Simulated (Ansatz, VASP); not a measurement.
**Rh: VASP beside Ansatz**

```
CELL_PARAMETERS angstrom
0.00000 1.89785 1.89785
1.89785 0.00000 1.89785
1.89785 1.89785 0.00000
ATOMIC_POSITIONS crystal
Rh 0.00000 0.00000 0.00000
```

Alike in both runs: task single point; functional LDA; k mesh 15 × 15 × 15; no spin polarisation.

|  | VASP | Ansatz |
| --- | --- | --- |
| version | VASP 6.6.1 | Ansatz 0.2.0 |
| potentials or method | VASP PAW LDA potentials, release 64 (Rh_pv), cutoff 520 eV | plane waves, PAW |
| occupations | fermi-dirac, width 0.1 eV | fermi-dirac |
| valence electrons in the cell | 15 | 17 |

Ansatz gave:

```
pressure (GPa) : -9.4
```

Q: Estimate VASP's values.

A: Pressure (GPa): -8.6.

LDA's correlation is that of Perdew and Zunger in VASP and of Perdew and Wang (1992) in Ansatz. VASP's potentials hold 15 valence electrons a cell and Ansatz's 17, so a difference there can come from the potentials and not from the codes.
